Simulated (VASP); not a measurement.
Crystal: HgTe.

```xyz
2
Lattice="0.0000 3.1800 3.1800 3.1800 0.0000 3.1800 3.1800 3.1800 0.0000" Properties=species:S:1:pos:R:3 pbc="T T T"
Hg    0.0000    0.0000    0.0000
Te    3.1800    3.1800    3.1800
```

- Program: VASP 6.6.1
- Task: relaxation of cell and atoms
- Functional: PBEsol
- Potentials or basis: VASP PAW PBE potentials, release 64 (Hg, Te)
- Cutoff: 600 eV
- k mesh: 7 × 7 × 7
- Occupations: fermi-dirac, width 0.05 eV
- Spin: no spin polarisation

At the start: pressure -6.4 GPa; volume 32.16 Å³/atom.

How do energy, volume and symmetry change on relaxing?

Over 3 steps the energy falls by 120.3 meV/atom and the volume is 27.11 Å³/atom (-15.7 %); space group Fm-3m (No. 225, to 0.05 Å).

Step by step:
| step | energy change (eV) | largest force (eV/Å) | pressure (GPa) | volume (Å³) |
| --- | --- | --- | --- | --- |
| 1 | 0.0000 | 0.0000 | -6.37 | 64.31 |
| 2 | -0.2363 | 0.0000 | 1.28 | 53.14 |
| 3 | -0.2406 | 0.0000 | 0.02 | 54.23 |

Final structure:
```yaml
crystal:
  lattice:
    - [0.00000, 3.00417, 3.00417]
    - [3.00417, 0.00000, 3.00417]
    - [3.00417, 3.00417, 0.00000]
  atoms:
    - { symbol: Hg, position: [0.00000, 0.00000, 0.00000] }
    - { symbol: Te, position: [0.50000, 0.50000, 0.50000] }
```

Caveat: the volume moved by over 15 % at a fixed basis, so the end points are rough; the PAW data sets were made with another functional, which shifts forces and pressure a little; the volume moved by -16 % from the deposited cell, more than functionals usually miss.
